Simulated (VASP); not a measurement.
Wanted: the native input for a VASP 6.6.1 run.

| Item | Value |
| --- | --- |
| Task | single point |
| Functional | LDA |
| Potentials or basis | VASP PAW LDA potentials, release 64 (Mg) |
| Cutoff | 520 eV |
| k mesh | 19 × 19 × 10 |
| Occupations | fermi-dirac, width 0.1 eV |
| Spin | no spin polarisation |
| Dipole correction | no |
| Further INCAR settings | ALGO = Normal; EDIFF = 1e-06; NBANDS = 9 |

The structure of Mg lies in POSCAR:

```
Mg
1.0
    3.0466353657      0.0000000000      0.0000000000
   -1.5233176828      2.6384636227      0.0000000000
    0.0000000000      0.0000000000      4.9455111135
Mg
2
Direct
    0.3333333333      0.6666666667      0.2500000000
    0.6666666667      0.3333333333      0.7500000000
```

This cell differs from its parent crystal: volume scaled by 0.92.

The input as run:

INCAR

```
ALGO = Normal ; EDIFF = 1E-6
ENCUT = 520 ; ISIF = 2
ISMEAR = -1 ; LASPH = True
LCHARG = False ; LREAL = False
LWAVE = False ; NBANDS = 9
NELM = 80 ; PREC = Accurate
SIGMA = 0.1
```

KPOINTS

```
k-points
0
Gamma
  19 19 10
```

Potentials or basis: VASP PAW LDA potentials, release 64 (Mg).

Command:

```sh
$ cat potpaw_LDA.64/Mg/POTCAR > POTCAR
$ mpirun -np 1 vasp_std > vasp.out
```

It gave:

```json
{
 "Pressure": "3.7 GPa",
 "Band gap on the k mesh": "zero (band 2 reaches 4.24 eV, above the bottom of band 3 at 1.99 eV)"
}
```

It took 17 s on 1 thread of Intel(R) Xeon(R) 6975P-C (Granite Rapids), with other jobs on the host, peak memory 0.2 GiB.
